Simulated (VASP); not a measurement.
# ZnSe: single point with PBE0

Crystal: ZnSe.

```
Zn Se
1.0
     0.00000    2.83500    2.83500
     2.83500    0.00000    2.83500
     2.83500    2.83500    0.00000
Zn Se
1 1
Cartesian
  0.0000 0.0000 0.0000
  1.4175 1.4175 1.4175
```

| Item | Value |
| --- | --- |
| Program | VASP 6.6.1 |
| Task | single point |
| Functional | PBE0 |
| Potentials or basis | VASP PAW PBE potentials, release 64 (Zn, Se) |
| Cutoff | 400 eV |
| k mesh | 2 × 2 × 2 |
| Occupations | gaussian, width 0.01 eV |
| Spin | no spin polarisation |
| Dipole correction | no |
| Grid for exact exchange (PRECFOCK) | Normal |
| Further INCAR settings | ALGO = Normal; EDIFF = 1e-06; NBANDS = 16 |

```json
{"Pressure": "5.9 GPa", "Band gap on the k mesh": "3.43 eV, direct"}
```

Levels at points of the mesh, in eV from the valence-band top:
| k point | band 7 | band 8 | band 9 | band 10 | band 11 | band 12 |
| --- | --- | --- | --- | --- | --- | --- |
| (0.00, 0.00, 0.00) | 0.00 | 0.00 | 0.00 | 3.43 | 7.77 | 7.77 |
| (0.50, 0.00, 0.00) | -5.45 | -0.91 | -0.91 | 4.58 | 8.32 | 8.32 |
| (0.50, 0.50, 0.00) | -5.10 | -2.28 | -2.28 | 4.74 | 5.41 | 13.14 |

Wall time 46 s on 1 thread of Intel Xeon 8259CL, on a shared host, peak memory 0.16 GiB.

Caveat: the k points lie up to 0.96 Å⁻¹ apart; the PAW data sets were made with another functional, which shifts forces and pressure a little.
